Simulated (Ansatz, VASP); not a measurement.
# Zn in VASP and in Ansatz

INCAR

```
ALGO = Normal ; EDIFF = 1E-6
EDIFFG = -0.005 ; ENCUT = 600
GGA = PE ; IBRION = 2
ISIF = 3 ; ISMEAR = -1
LASPH = T ; LCHARG = F
LREAL = F ; LWAVE = F
NELM = 80 ; NSW = 60
PREC = Accurate ; SIGMA = 0.05
```

KPOINTS

```
k-points
0
Gamma
  17 17 17
```

The input POSCAR:

```
Zn
1.0
    0.0000000000      1.9641097993      1.9641097993
    1.9641097993      0.0000000000      1.9641097993
    1.9641097993      1.9641097993      0.0000000000
Zn
1
Direct
    0.0000000000      0.0000000000      0.0000000000
```

Input for Ansatz:

```yaml
crystal:
  lattice:
    - [0.0, 1.9641097993, 1.9641097993]
    - [1.9641097993, 0.0, 1.9641097993]
    - [1.9641097993, 1.9641097993, 0.0]
  atoms:
    - { symbol: Zn, position: [0.0, 0.0, 0.0] }
kpoints:
  mp_grid: { grid: [17, 17, 17] }
scf:
  occupations: { method: fermi_dirac, width: 0.05 }
hamiltonian:
  xc: pbe
  pseudopotentials: { kind: paw }
output:
  forces: true
  stress: true
relax:
  f_tol: 0.005
  max_steps: 40
  cell: {}
```

Alike in both runs: task relaxation of cell and atoms; functional PBE; k mesh 17 × 17 × 17; occupations fermi-dirac, width 0.05 eV; no spin polarisation.

|  | VASP | Ansatz |
| --- | --- | --- |
| version | VASP 6.6.1 | Ansatz 0.2.0 |
| potentials or method | VASP PAW PBE potentials, release 64 (Zn) | PAW with Ansatz's default frozen-core files, scalar-relativistic |
| plane-wave cutoff (eV) | 600 | 420 |
| valence electrons in the cell | 12 | 12 |

Ansatz gave:

- relaxed volume (Å³/atom): 15.17
- relaxed cell length with the largest relative difference (Å): 2.779

Problem. Estimate VASP's values.

Solution. Relaxed volume (Å³/atom): 15.24; relaxed cell length with the largest relative difference (Å): 2.783.
